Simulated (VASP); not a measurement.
# C (Fd-3m) in VASP: settings compared

C is run at these levels: LDA, PBE+D3(BJ); tasks: single point.

Everything below comes from runs of VASP 6.6.1. Logs are shortened: lines on timing, memory, paths and dates and some standing lists are left out, and cuts for length are marked.

**1. The cell of the first run**

Symmetry: Fd-3m, No. 227, cubic system. The conventional cell has a = 3.494 Å, b = 3.494 Å, c = 3.494 Å, α = 90.00°, β = 90.00°, γ = 90.00°. C (site symmetry -43m) has 4 C at 1.51 Å within 2.0 Å.

**2. Single point, LDA (volume scaled by 0.94)**

The input, INCAR:

```
SYSTEM = C
ALGO = Normal ; EDIFF = 1E-6
ENCUT = 520 ; GGA = CA
ISIF = 2 ; ISMEAR = 0
LASPH = .TRUE. ; LCHARG = .FALSE.
LREAL = .FALSE. ; LWAVE = .FALSE.
NBANDS = 11 ; NELM = 60
PREC = Accurate ; SIGMA = 0.05
```

The input, KPOINTS:

```
k-points
0
G
  13 13 13
  0 0 0
```

The input, POSCAR:

```
C
1.0
    0.0000000000      1.7469644787      1.7469644787
    1.7469644787      0.0000000000      1.7469644787
    1.7469644787      1.7469644787      0.0000000000
C
2
Direct
    0.7500000000      0.7500000000      0.7500000000
    0.5000000000      0.5000000000      0.5000000000
```

Potentials or basis: VASP PAW LDA potentials, release 64 (C).

On the command line:

```console
$ cat potpaw_LDA.64/C/POTCAR > POTCAR
$ mpirun -np 1 vasp_std > vasp.out
```

OUTCAR:

```text
SYSTEM = C
   EDIFF = 1E-6
   ENCUT = 520
   GGA = CA
   ISIF = 2
   ISMEAR = 0
   LASPH = .TRUE.
   LREAL = .FALSE.
   NELM = 60
   PREC = Accurate

 ion  position               nearest neighbor table
   1  0.750  0.750  0.750-   2 1.51   2 1.51   2 1.51   2 1.51
   2  0.500  0.500  0.500-   1 1.51   1 1.51   1 1.51   1 1.51

  LATTYP: Found a face centered cubic cell.
 ALAT       =     3.4939289574

  Lattice vectors:

 A1 = (   0.0000000000,   1.7469644787,   1.7469644787)
 A2 = (   1.7469644787,   0.0000000000,   1.7469644787)
 A3 = (   1.7469644787,   1.7469644787,   0.0000000000)

Analysis of symmetry for initial positions (statically):
=====================================================================
 Subroutine PRICEL returns:
 Original cell was already a primitive cell.

 Routine SETGRP: Setting up the symmetry group for a
 face centered cubic supercell.

 Subroutine GETGRP returns: Found 48 space group operations
 (whereof 24 operations were pure point group operations)
 out of a pool of 48 trial point group operations.

The static configuration has the point symmetry T_d .
 The point group associated with its full space group is O_h .

Analysis of symmetry for dynamics (positions and initial velocities):
=====================================================================
 Subroutine PRICEL returns:
 Original cell was already a primitive cell.

 Routine SETGRP: Setting up the symmetry group for a
 face centered cubic supercell.

 Subroutine GETGRP returns: Found 48 space group operations
 (whereof 24 operations were pure point group operations)
 out of a pool of 48 trial point group operations.

The dynamic configuration has the point symmetry T_d .
 The point group associated with its full space group is O_h .

 Subroutine INISYM returns: Found 48 space group operations
 (whereof 24 operations are pure point group operations),
 and found     1 'primitive' translations

----------------------------------------------------------------------------------------

                                     Primitive cell

  volume of cell :      10.6631

  direct lattice vectors                    reciprocal lattice vectors
     0.000000000  1.746964479  1.746964479    -0.286210742  0.286210742  0.286210742
     1.746964479  0.000000000  1.746964479     0.286210742 -0.286210742  0.286210742
     1.746964479  1.746964479  0.000000000     0.286210742  0.286210742 -0.286210742

  length of vectors
[... 84 lines left out ...]
   EDIFFG = 0.1E-04   stopping-criterion for IOM
   NSW    =      0    number of steps for IOM
   IBRION =     -1    ionic relax: 0-MD 1-quasi-New 2-CG
   NFREE  =      0    steps in history (QN), initial steepest desc. (CG)
   ISIF   =      2    stress and relaxation
   ISYM   =      2    0-nonsym 1-usesym 2-fastsym
   POTIM  = 0.5000    time-step for ionic-motion
   TEBEG  =    0.0;   TEEND  =   0.0 temperature during run
   PSTRESS=    0.0 pullay stress
   NELECT =       8.0000    total number of electrons
   NUPDOWN=      -1.0000    fix difference up-down
   EMIN   =  10.00;   EMAX   =-10.00  energy-range for DOS
   EFERMI =   0.00;   METHOD = LEGACY
   ISMEAR =     0;   SIGMA  =   0.05  broadening in eV -4-tet -1-fermi 0-gaus
   EFERMI_NEDOS =   21; number of points for ismear=-14 and -15
   IALGO  =     38    algorithm
   IMIX   =      4    mixing-type and parameters
     AMIX     =   0.40;   BMIX     =  1.00
     AMIX_MAG =   1.60;   BMIX_MAG =  1.00
  volume/ion in A,a.u.               =       5.33        35.98
  Fermi-wavevector in a.u.,A,eV,Ry     =   1.487570  2.811100 30.107851  2.212865
  Thomas-Fermi vector in A             =   2.600714
   LORBIT       =      0    0 simple, 1 ext, 2 COOP (PROOUT), +10 PAW based schemes
   GGA     = CA    functional components
   LHFCALC =     F    Hartree Fock is set to
   AEXX    =    0.0000 exact exchange contribution
   IVDW    =     0    specifies the selected vdW correction
   LEPSILON=     F    determine dielectric tensor
   LRPA    =     F    only Hartree local field effects (RPA)
 non-spin polarized calculation
 Gauss-broadening in eV      SIGMA  =   0.05
  energy-cutoff  :      520.00
  volume of cell :       10.66
 maximum number of plane-waves:       299
   NGX =  9   NGY =  9   NGZ =  9

 number of electron       8.0000001 magnetization

 Free energy of the ion-electron system (eV)
  ---------------------------------------------------
  ext. energy  EPLUGINS =         0.00000000
  ---------------------------------------------------
  free energy    TOTEN  =       -20.22369259 eV

  energy without entropy =      -20.22369259  energy(sigma->0) =      -20.22369259

 E-fermi :  11.0360     XC(G=0): -13.8013

 val. band max:       10.6502618051   @ k =   0.0000   0.0000   0.0000
 cond. band min:      14.9071575032   @ k =   0.3846   0.3846   0.0000
 fundamental gap:      4.2568956981
 Fermi energy:        11.0359769678

 k-point     1 :       0.0000    0.0000    0.0000
  band No.  band energies     occupation
      1     -11.5104      2.00000
      2      10.6503      2.00000
      3      10.6503      2.00000
      4      10.6503      2.00000
      5      16.3680      0.00000
      6      16.3680      0.00000
      7      16.3680      0.00000
      8      25.6479      0.00000
      9      30.4865      0.00000
     10      37.9833      0.00000
     11      37.9833      0.00000
[... 309 lines left out ...]
 k-point    24 :       0.4615    0.1538    0.0000
  band No.  band energies     occupation
      1      -6.2432      2.00000
      2      -1.0280      2.00000
      3       6.0621      2.00000
      4       6.5177      2.00000
      5      17.9121      0.00000
      6      21.5767      0.00000
      7      22.3808      0.00000
      8      25.0190      0.00000
      9      31.7105      0.00000
     10      34.8875      0.00000
     11      38.4706      0.00000

 [... further k-points ...]
[... 5 lines left out ...]
  --------------------------------------------------------------------------------------
  -------------------------------------------------------------------------------------
  Total        1.1846449      1.1846449      1.1846449      0.0000000      0.0000000      0.0000000
  in kB      177.9985854    177.9985854    177.9985854      0.0000000      0.0000000      0.0000000
  external PRESSURE =     177.9985854 kB  Pullay stress =       0.0000000 kB

 VOLUME and BASIS-vectors are now :
 -----------------------------------------------------------------------------
  energy-cutoff  :      520.00
  volume of cell :       10.66
      direct lattice vectors                 reciprocal lattice vectors
     0.000000000  1.746964479  1.746964479    -0.286210742  0.286210742  0.286210742
     1.746964479  0.000000000  1.746964479     0.286210742 -0.286210742  0.286210742
     1.746964479  1.746964479  0.000000000     0.286210742  0.286210742 -0.286210742

 POSITION                                       TOTAL-FORCE (eV/Angst)
 -----------------------------------------------------------------------------------
      2.62045      2.62045      2.62045        -0.000000     -0.000000     -0.000000
      1.74696      1.74696      1.74696         0.000000      0.000000      0.000000
 -----------------------------------------------------------------------------------
    total drift:                                0.000000      0.000000      0.000000

  FREE ENERGIE OF THE ION-ELECTRON SYSTEM (eV)
  ---------------------------------------------------
  free  energy   TOTEN  =       -20.2236925932 eV

  energy  without entropy=      -20.2236925932  energy(sigma->0) =      -20.22369259
```

stdout:

```text
POSCAR found type information on POSCAR C
 POSCAR found :  1 types and       2 ions
 scaLAPACK will be used
 LDA part: xc-table for (Slater(with rela. corr.)+CA(PZ))
 , standard interpolation
 POSCAR, INCAR and KPOINTS ok, starting setup
 FFT: planning ... GRIDC
 FFT: planning ... GRID_SOFT
 FFT: planning ... GRID
 WAVECAR not read
 entering main loop
```

Run time: 4 s. Hardware: 1 thread of Intel Xeon 6975P-C, shared host; peak memory 0.11 GiB.

What came out:

```yaml
Free_energy: -20.2237 eV
Pressure: 17.8 GPa
Band_gap_on_the_k_mesh: 4.26 eV, indirect (least direct gap 5.72 eV)
```

Levels at points of the mesh, in eV from the valence-band top:
```csv
k point,band 1,band 2,band 3,band 4,band 5,band 6,band 7,band 8,band 9
"(0.00, 0.00, 0.00)",-22.16,0.00,0.00,0.00,5.72,5.72,5.72,15.00,19.84
```

Caveat: the cell differs from its parent crystal (volume scaled by 0.94). A k mesh can miss the band edges.

**3. Single point, LDA (volume scaled by 0.96)**

The input, INCAR:

```
SYSTEM = C
ALGO = Normal
EDIFF = 1E-6
ENCUT = 520
ISIF = 2
ISMEAR = 0
LASPH = .TRUE.
LCHARG = .FALSE.
LREAL = .FALSE.
LWAVE = .FALSE.
NBANDS = 11
NELM = 60
PREC = Accurate
SIGMA = 0.05
```

KPOINTS is that of step 2.

The input, POSCAR:

```
C
1.0
    0.0000000000      1.7592674508      1.7592674508
    1.7592674508      0.0000000000      1.7592674508
    1.7592674508      1.7592674508      0.0000000000
C
2
Direct
    0.7500000000      0.7500000000      0.7500000000
    0.5000000000      0.5000000000      0.5000000000
```

Potentials or basis: VASP PAW LDA potentials, release 64 (C).

On the command line:

```console
$ cat potpaw_LDA.64/C/POTCAR > POTCAR
$ mpirun -np 1 vasp_std > vasp.out
```

Wall time 5.4 s (1 thread of Intel Xeon 6975P-C, shared host); peak memory 0.12 GiB.

It converged, with:

```
Free energy            : -20.2416 eV
Pressure               : 7.0 GPa
Band gap on the k mesh : 4.21 eV, indirect (least direct gap 5.66 eV)
```

Levels at points of the mesh, in eV from the valence-band top:
```csv
k point,band 2,band 3,band 4,band 5,band 6,band 7
"(0.00, 0.00, 0.00)",0.00,0.00,0.00,5.66,5.66,5.66
```

Caveat: the cell differs from its parent crystal (volume scaled by 0.96). A k mesh can miss the band edges.

**4. Single point, PBE+D3(BJ)**

This run uses another cell than the first one, of 5.62 Å³/atom, 1.055 times its volume.

The input, INCAR:

```
SYSTEM = C
PREC     = Accurate       ! precision mode
ENCUT    = 520            ! plane-wave cutoff, eV
EDIFF    = 1E-6           ! SCF threshold, eV
ISMEAR   = -1             ! smearing method
SIGMA    = 0.05           ! smearing width, eV
LREAL    = .FALSE.        ! projectors in reciprocal space
LASPH    = .TRUE.         ! aspherical terms in the spheres
NELM     = 80             ! most SCF steps
ALGO     = Normal         ! electronic algorithm
ISIF     = 2              ! what is computed and relaxed
LWAVE    = .FALSE.        ! write WAVECAR
LCHARG   = .FALSE.        ! write CHGCAR
GGA      = PE             ! functional
IVDW     = 12             ! dispersion correction
NBANDS   = 11             ! bands
```

The input, KPOINTS:

```
regular mesh
0
G
  13 13 13
  0 0 0
```

The input, POSCAR:

```
C
1.0
    0.0000000000      1.7784006644      1.7784006644
    1.7784006644      0.0000000000      1.7784006644
    1.7784006644      1.7784006644      0.0000000000
C
2
Direct
    0.7500000000      0.7500000000      0.7500000000
    0.5000000000      0.5000000000      0.5000000000
```

Potentials or basis: VASP PAW PBE potentials, release 64 (C).

On the command line:

```console
$ cat potpaw_PBE.64/C/POTCAR > POTCAR
$ mpirun -np 1 vasp_std > vasp.out
```

Run time: 5.4 s. Hardware: 1 thread of Intel Xeon 6975P-C, shared host; peak memory 0.14 GiB.

It converged, with:

```
Free energy                : -18.5684 eV
Pressure                   : 0.8 GPa
Band gap on the k mesh     : 4.16 eV, indirect (least direct gap 5.61 eV)
Dispersion energy per atom : -0.193 eV
```

Levels at points of the mesh, in eV from the valence-band top:
```csv
k point,band 2,band 3,band 4,band 5,band 6,band 7
"(0.00, 0.00, 0.00)",0.00,0.00,0.00,5.61,5.61,5.61
```

A k mesh can miss the band edges. As with any semilocal functional, this PBE gap is likely too small.

**5. Summary**

| level | potentials or basis | cell | smearing | gap on the mesh (eV) | pressure (GPa) |
| --- | --- | --- | --- | --- | --- |
| LDA | VASP PAW LDA potentials, release 64 (C) | a = 2.471 Å, angles 60.0°, 2 atoms | gaussian 0.05 eV | 4.26 | 17.8 |
| LDA | VASP PAW LDA potentials, release 64 (C) | a = 2.488 Å, angles 60.0°, 2 atoms | gaussian 0.05 eV | 4.21 | 7.0 |
| PBE+D3(BJ) | VASP PAW PBE potentials, release 64 (C) | a = 2.515 Å, angles 60.0°, 2 atoms | fermi-dirac 0.05 eV | 4.16 | 0.8 |

Alike in all rows: task single point; no spin polarisation; k mesh 13 × 13 × 13; cutoff (eV) 520.

Absolute energies hang on the potentials; compare differences alone.
